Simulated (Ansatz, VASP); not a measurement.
## One calculation of SnTe, two programs

Contents of POSCAR:

```
SnTe
1.0
    0.0000000000      3.2850102558      3.2850102558
    3.2850102558      0.0000000000      3.2850102558
    3.2850102558      3.2850102558      0.0000000000
Sn Te
1 1
Direct
    0.0000000000      0.0000000000      0.0000000000
    0.5000000000      0.5000000000      0.5000000000
```

File INCAR.step1:

```
SYSTEM = SnTe
PREC = Accurate
ENCUT = 520
ISMEAR = -1
SIGMA = 0.02
LREAL = .FALSE.
LASPH = .TRUE.
NELM = 150
MAGMOM = 0 0 0 0 0 0
LSORBIT = .TRUE.
GGA_COMPAT = .FALSE.
NBANDS = 32
GGA = PE
ALGO = Normal
EDIFF = 1E-4
LWAVE = .TRUE.
LCHARG = .FALSE.
```

Contents of INCAR.step2:

```
SYSTEM = SnTe
PREC = Accurate
ENCUT = 520
EDIFF = 1E-7
ISMEAR = -1
SIGMA = 0.02
LREAL = .FALSE.
LASPH = .TRUE.
NELM = 150
ALGO = Normal
ISIF = 2
LWAVE = .FALSE.
LCHARG = .FALSE.
MAGMOM = 0 0 0 0 0 0
LORBIT = 11
LSORBIT = .TRUE.
GGA_COMPAT = .FALSE.
LORBMOM = .TRUE.
METAGGA = R2SCAN
LMIXTAU = .TRUE.
NBANDS = 32
ISTART = 1
```

Contents of KPOINTS:

```
Automatic mesh
0
G
  8 8 8
  0 0 0
```

Input for Ansatz:

```yaml
crystal:
  lattice:
    - [0.0, 3.2850102558, 3.2850102558]
    - [3.2850102558, 0.0, 3.2850102558]
    - [3.2850102558, 3.2850102558, 0.0]
  atoms:
    - { symbol: Sn, position: [0.0, 0.0, 0.0] }
    - { symbol: Te, position: [0.5, 0.5, 0.5] }
kpoints:
  mp_grid: { grid: [8, 8, 8] }
  band_path:
    path:
      - [0.0, 0.0, 0.0]
      - [0.5, 0.0, 0.5]
      - [0.625, 0.25, 0.625]
      - [0.375, 0.375, 0.75]
      - [0.5, 0.5, 0.5]
      - [0.5, 0.25, 0.75]
      - [0.0, 0.0, 0.5]
    npoints: 1
hamiltonian:
  xc: r2scan
scf:
  occupations: { method: fermi_dirac, width: 0.02 }
  n_extra_bands: 8
magnetization:
  noncollinear: true
  spin_orbit: true
output:
  forces: true
  stress: true
  eigenvalues: true
```

Change from the starting cell: hydrostatic strain +3.0%.

Alike in both runs: task single point; functional r2SCAN; k mesh 8 × 8 × 8; occupations fermi-dirac, width 0.02 eV; non-collinear spin, spin-orbit coupling.

```csv
,VASP,Ansatz
version,VASP 6.6.1,Ansatz 0.2.0
potentials or method,"VASP PAW PBE potentials, release 64 (Sn_d, Te)","plane waves, PAW"
plane-wave cutoff (eV),520,500
valence electrons in the cell,20,30
```

|  | VASP | Ansatz | Ansatz less VASP |
| --- | --- | --- | --- |
| pressure (GPa) | -3.3 | -3.3 | 0.00 |

VASP's potentials were made for PBE, not for r2SCAN. VASP's potentials hold 20 valence electrons a cell and Ansatz's 30, so a difference there can come from the potentials and not from the codes.
